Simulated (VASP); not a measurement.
# Hg2H3F (P4mm) in VASP: notebook, part 2 of 3

VASP 6.6.1. Earlier steps stand in the parts before.

## 3. Single point, PBE (20.36 Å³/atom)

This run uses another cell than the first one, of 20.36 Å³/atom.

File INCAR:

```
  PREC = Accurate
  ENCUT = 520
  EDIFF = 1E-6
  ISMEAR = 0
  SIGMA = 0.02
  LREAL = F
  LASPH = T
  NELM = 80
  ALGO = Normal
  ISIF = 2
  LWAVE = F
  LCHARG = F
  GGA = PE
  NBANDS = 26
```

File KPOINTS:

```
regular mesh
0
Gamma
  6 6 4
```

File POSCAR:

```
Hg2H3F
1.0
    4.0514211912      0.0000000000      0.0000000000
    0.0000000000      4.0514211912      0.0000000000
    0.0000000000      0.0000000000      7.4423285581
Hg H F
2 3 1
Direct
    0.0000000000      0.0000000000      0.0067977173
    0.5000000000      0.5000000000      0.2451150316
    0.5000000000      0.5000000000      0.6576293623
    0.5000000000      0.5000000000      0.7587484421
    0.0000000000      0.0000000000      0.6663705113
    0.0000000000      0.0000000000      0.5393389355
```

Potentials or basis: VASP PAW PBE potentials, release 64 (Hg, H, F).

Run with:

```sh
cat potpaw_PBE.64/Hg/POTCAR potpaw_PBE.64/H/POTCAR potpaw_PBE.64/F/POTCAR > POTCAR
mpirun -np 1 vasp_std > vasp.out
```

OUTCAR:

```text
PREC = Accurate
   ENCUT = 520
   EDIFF = 1E-6
   ISMEAR = 0
   LREAL = F
   LASPH = T
   NELM = 80
   ISIF = 2
   GGA = PE

 ion  position               nearest neighbor table
   1  0.000  0.000  0.007-   2 3.37   2 3.37   2 3.37   2 3.37
   2  0.500  0.500  0.245-   1 3.37   1 3.37   1 3.37   1 3.37
   3  0.500  0.500  0.658-   4 0.75
   4  0.500  0.500  0.759-   3 0.75
   5  0.000  0.000  0.666-   6 0.95
   6  0.000  0.000  0.539-   5 0.95

  LATTYP: Found a simple tetragonal cell.
 ALAT       =     4.0514211912
 C/A-ratio  =     1.8369673768

  Lattice vectors:

 A1 = (   4.0514211912,   0.0000000000,   0.0000000000)
 A2 = (   0.0000000000,   4.0514211912,   0.0000000000)
 A3 = (   0.0000000000,   0.0000000000,   7.4423285581)

Analysis of symmetry for initial positions (statically):
=====================================================================
 Subroutine PRICEL returns:
 Original cell was already a primitive cell.

 Routine SETGRP: Setting up the symmetry group for a
 simple tetragonal supercell.

 Subroutine GETGRP returns: Found  8 space group operations
 (whereof  8 operations were pure point group operations)
 out of a pool of 16 trial point group operations.

The static configuration has the point symmetry C_4v.

Analysis of symmetry for dynamics (positions and initial velocities):
=====================================================================
 Subroutine PRICEL returns:
 Original cell was already a primitive cell.

 Routine SETGRP: Setting up the symmetry group for a
 simple tetragonal supercell.

 Subroutine GETGRP returns: Found  8 space group operations
 (whereof  8 operations were pure point group operations)
 out of a pool of 16 trial point group operations.

The dynamic configuration has the point symmetry C_4v.

 Subroutine INISYM returns: Found  8 space group operations
[... 125 lines left out ...]
     AMIX_MAG =   1.60;   BMIX_MAG =  1.00
  volume/ion in A,a.u.               =      20.36       137.39
  Fermi-wavevector in a.u.,A,eV,Ry     =   1.068874  2.019879 15.544548  1.142492
  Thomas-Fermi vector in A             =   2.204536
   LORBIT       =      0    0 simple, 1 ext, 2 COOP (PROOUT), +10 PAW based schemes
   GGA     = PE    functional components
   LHFCALC =     F    Hartree Fock is set to
   AEXX    =    0.0000 exact exchange contribution
   IVDW    =     0    specifies the selected vdW correction
   LEPSILON=     F    determine dielectric tensor
   LRPA    =     F    only Hartree local field effects (RPA)
 non-spin polarized calculation
 Gauss-broadening in eV      SIGMA  =   0.02
  energy-cutoff  :      520.00
  volume of cell :      122.16
 maximum number of plane-waves:      3331
   NGX = 15   NGY = 15   NGZ = 27

 number of electron      33.9999988 magnetization

 Free energy of the ion-electron system (eV)
  ---------------------------------------------------
  ext. energy  EPLUGINS =         0.00000000
  ---------------------------------------------------
  free energy    TOTEN  =       -15.02664567 eV

  energy without entropy =      -15.02664567  energy(sigma->0) =      -15.02664567

 E-fermi :  -2.1220     XC(G=0):  -7.5354

 val. band max:       -2.2787478975   @ k =   0.5000   0.5000   0.0000
 cond. band min:       0.1723369702   @ k =   0.5000   0.0000   0.5000
 fundamental gap:      2.4510848677
 Fermi energy:        -2.1219750382

 k-point     1 :       0.0000    0.0000    0.0000
  band No.  band energies     occupation
      1     -26.2414      2.00000
      2      -9.7423      2.00000
      3      -7.4690      2.00000
      4      -7.2910      2.00000
      5      -7.1597      2.00000
      6      -7.0432      2.00000
[... 685 lines left out ...]
     25       7.4097      0.00000
     26       8.6143      0.00000

 [... further k-points ...]

------------------------ aborting loop because EDIFF is reached ----------------------------------------

  FORCE on cell =-STRESS in cart. coord.  units (eV):
  Direction    XX          YY          ZZ          XY          YZ          ZX
  --------------------------------------------------------------------------------------
  -------------------------------------------------------------------------------------
  Total        0.1649062      0.1649062      0.3939537      0.0000000      0.0000000     -0.0000000
  in kB        2.1628373      2.1628373      5.1669253      0.0000000      0.0000000     -0.0000000
  external PRESSURE =       3.1642000 kB  Pullay stress =       0.0000000 kB

 VOLUME and BASIS-vectors are now :
 -----------------------------------------------------------------------------
  energy-cutoff  :      520.00
  volume of cell :      122.16
      direct lattice vectors                 reciprocal lattice vectors
     4.051421191  0.000000000  0.000000000     0.246826966  0.000000000  0.000000000
     0.000000000  4.051421191  0.000000000     0.000000000  0.246826966  0.000000000
     0.000000000  0.000000000  7.442328558     0.000000000  0.000000000  0.134366548

 POSITION                                       TOTAL-FORCE (eV/Angst)
 -----------------------------------------------------------------------------------
      0.00000      0.00000      0.05059         0.000000     -0.000000     -0.008713
      2.02571      2.02571      1.82423        -0.000000      0.000000      0.006558
      2.02571      2.02571      4.89429        -0.000000     -0.000000      0.005391
      2.02571      2.02571      5.64686        -0.000000     -0.000000     -0.004893
      0.00000      0.00000      4.95935        -0.000000     -0.000000      0.280085
      0.00000      0.00000      4.01394        -0.000000     -0.000000     -0.278428
 -----------------------------------------------------------------------------------
    total drift:                                0.000000      0.000000      0.000190

  FREE ENERGIE OF THE ION-ELECTRON SYSTEM (eV)
  ---------------------------------------------------
  free  energy   TOTEN  =       -15.0266456722 eV

  energy  without entropy=      -15.0266456722  energy(sigma->0) =      -15.02664567
```

It took 42 s on 1 thread of AMD EPYC 9R45 (Zen 5), shared host; peak memory 0.23 GiB.

What came out:

* Free energy: -15.0266 eV
* Pressure: 0.3 GPa
* Largest force: 0.280 eV/Å
* Band gap on the k mesh: 2.45 eV (least direct gap 2.51 eV)

Forces on the atoms (eV/Å):
```
Hg   0.000  0.000 -0.009
Hg   0.000  0.000  0.007
H    0.000  0.000  0.005
H    0.000  0.000 -0.005
H    0.000  0.000  0.280
F    0.000  0.000 -0.278
```

Stress tensor (GPa, compression positive):
```
0.22 0.00 0.00
0.00 0.22 0.00
0.00 0.00 0.52
```

Caveat: spin-orbit coupling is left out, which moves the levels of the heavy elements. A k mesh can miss the band edges.

## 4. Single point, PBE

This run uses another cell than the first one, of 22.37 Å³/atom.

File INCAR:

```
PREC     = Accurate       # precision mode
ENCUT    = 520            # plane-wave cutoff, eV
EDIFF    = 1E-6           # SCF threshold, eV
ISMEAR   = 0              # smearing method
SIGMA    = 0.02           # smearing width, eV
LREAL    = False          # projectors in reciprocal space
LASPH    = True           # aspherical terms in the spheres
NELM     = 100            # most SCF steps
ALGO     = Normal         # electronic algorithm
ISIF     = 2              # what is computed and relaxed
LWAVE    = False          # write WAVECAR
LCHARG   = True           # write CHGCAR
GGA      = PE             # functional
LELF     = True           # ELF
LVHAR    = True         
NBANDS   = 26             # bands
```

File KPOINTS:

```
Automatic mesh
0
Gamma
  6 6 4
```

File POSCAR:

```
Hg2H3F
1.0
    4.1954773161      0.0000000000      0.0000000000
    0.0000000000      4.1954773161      0.0000000000
    0.0000000000      0.0000000000      7.6263982928
Hg H F
2 3 1
Direct
    0.0000000000      0.0000000000      0.0101606515
    0.5000000000      0.5000000000      0.2329925667
    0.5000000000      0.5000000000      0.6603455287
    0.5000000000      0.5000000000      0.7590025963
    0.0000000000      0.0000000000      0.6675754927
    0.0000000000      0.0000000000      0.5439231642
```

Potentials or basis: VASP PAW PBE potentials, release 64 (Hg, H, F).

Run with:

```sh
cat potpaw_PBE.64/Hg/POTCAR potpaw_PBE.64/H/POTCAR potpaw_PBE.64/F/POTCAR > POTCAR
mpirun -np 1 vasp_std > vasp.out
```

OUTCAR:

```text
PREC = Accurate
   ENCUT = 520
   EDIFF = 1E-6
   ISMEAR = 0
   LREAL = False
   LASPH = True
   NELM = 100
   ISIF = 2
   GGA = PE

 ion  position               nearest neighbor table
   1  0.000  0.000  0.010-   2 3.42   2 3.42   2 3.42   2 3.42
   2  0.500  0.500  0.233-   1 3.42   1 3.42   1 3.42   1 3.42
   3  0.500  0.500  0.660-   4 0.75
   4  0.500  0.500  0.759-   3 0.75
   5  0.000  0.000  0.668-   6 0.94
   6  0.000  0.000  0.544-   5 0.94

  LATTYP: Found a simple tetragonal cell.
[... 902 lines left out ...]
  -------------------------------------------------------------------------------------
  Total       -0.0544041     -0.0544041      0.1060433      0.0000000      0.0000000      0.0000000
  in kB       -0.6493214     -0.6493214      1.2656441      0.0000000      0.0000000      0.0000000
  external PRESSURE =      -0.0109995 kB  Pullay stress =       0.0000000 kB

 VOLUME and BASIS-vectors are now :
 -----------------------------------------------------------------------------
  energy-cutoff  :      520.00
  volume of cell :      134.24
      direct lattice vectors                 reciprocal lattice vectors
     4.195477316  0.000000000  0.000000000     0.238351902  0.000000000  0.000000000
     0.000000000  4.195477316  0.000000000     0.000000000  0.238351902  0.000000000
     0.000000000  0.000000000  7.626398293     0.000000000  0.000000000  0.131123495

 POSITION                                       TOTAL-FORCE (eV/Angst)
 -----------------------------------------------------------------------------------
      0.00000      0.00000      0.07749         0.000000     -0.000000     -0.009415
      2.09774      2.09774      1.77689         0.000000      0.000000      0.007657
      2.09774      2.09774      5.03606         0.000000     -0.000000      0.012987
      2.09774      2.09774      5.78846         0.000000     -0.000000     -0.012539
      0.00000      0.00000      5.09120         0.000000     -0.000000      0.285554
      0.00000      0.00000      4.14817         0.000000     -0.000000     -0.284245
 -----------------------------------------------------------------------------------
    total drift:                                0.000000      0.000000     -0.000703

  FREE ENERGIE OF THE ION-ELECTRON SYSTEM (eV)
  ---------------------------------------------------
  free  energy   TOTEN  =       -15.0393601051 eV

  energy  without entropy=      -15.0393601051  energy(sigma->0) =      -15.03936011
```

Run time: 52 s. Hardware: 1 thread of AMD EPYC 9R45 (Zen 5), shared host; peak memory 0.26 GiB.

What came out:

```yaml
Free_energy: -15.0394 eV
Pressure: 0.0 GPa
Largest_force: 0.286 eV/Å
Band_gap_on_the_k_mesh: 2.56 eV (least direct gap 2.71 eV)
```

Forces on the atoms (eV/Å):
```
Hg   0.000  0.000 -0.009
Hg   0.000  0.000  0.008
H    0.000  0.000  0.013
H    0.000  0.000 -0.013
H    0.000  0.000  0.286
F    0.000  0.000 -0.284
```

Stress tensor (GPa, compression positive):
```
-0.06  0.00  0.00
 0.00 -0.06  0.00
 0.00  0.00  0.13
```

Caveat: spin-orbit coupling is left out, which moves the levels of the heavy elements. A k mesh can miss the band edges.

## 5. Single point, PBE (23.72 Å³/atom)

File INCAR:

```
ALGO = Normal
EDIFF = 1E-6
ENCUT = 520
GGA = PE
ISIF = 2
ISMEAR = 0
LASPH = True
LCHARG = False
LREAL = False
LWAVE = False
NBANDS = 26
NELM = 60
PREC = Accurate
SIGMA = 0.02
```

File KPOINTS:

```
k-points
0
Gamma
  6 6 4
```

File POSCAR:

```
Hg2H3F
1.0
    4.3543546400      0.0000000000      0.0000000000
    0.0000000000      4.3543546400      0.0000000000
    0.0000000000      0.0000000000      7.5048239383
Hg H F
2 3 1
Direct
    0.0000000000      0.0000000000      0.0167994800
    0.5000000000      0.5000000000      0.2216988351
    0.5000000000      0.5000000000      0.6614762933
    0.5000000000      0.5000000000      0.7617117837
    0.0000000000      0.0000000000      0.6689697239
    0.0000000000      0.0000000000      0.5433438839
```

Run with:

```sh
cat potpaw_PBE.64/Hg/POTCAR potpaw_PBE.64/H/POTCAR potpaw_PBE.64/F/POTCAR > POTCAR
mpirun -np 1 vasp_std > vasp.out
```

It took 45 s on 1 thread of AMD EPYC 9R45 (Zen 5), shared host; peak memory 0.26 GiB.

The run converged. Its results:

```yaml
Free_energy: -15.0406 eV
Pressure: -0.1 GPa
Largest_force: 0.289 eV/Å
Band_gap_on_the_k_mesh: 2.35 eV (least direct gap 2.83 eV)
```

Forces on the atoms (eV/Å):
```
Hg   0.000  0.000 -0.008
Hg   0.000  0.000  0.007
H    0.000  0.000  0.009
H    0.000  0.000 -0.008
H    0.000  0.000  0.289
F    0.000  0.000 -0.288
```

Stress tensor (GPa, compression positive):
```
-0.18  0.00  0.00
 0.00 -0.18  0.00
 0.00  0.00  0.03
```

Levels at points of the mesh, in eV from the valence-band top:
```
           k point  band 14  band 15  band 16  band 17  band 18  band 19  band 20  band 21
(0.00, 0.00, 0.00)    -3.65    -3.65    -3.52     0.00     4.20     5.37     5.37     5.37
(0.50, 0.00, 0.00)    -3.63    -3.63    -1.94    -1.56     3.23     3.25     5.68     7.38
(0.50, 0.50, 0.00)    -3.73    -3.73    -0.86    -0.48     2.35     2.35     4.97     5.00
(0.00, 0.00, 0.50)    -3.64    -3.64    -3.64     0.00     4.63     5.39     5.39     5.59
(0.50, 0.00, 0.50)    -3.64    -3.63    -1.85    -1.66     2.65     3.79     6.91     7.11
(0.50, 0.50, 0.50)    -3.72    -3.72    -0.82    -0.54     2.36     2.36     4.45     6.07
```

Caveat: spin-orbit coupling is left out, which moves the levels of the heavy elements. A k mesh can miss the band edges.

(Continued in part 3 of 3.)
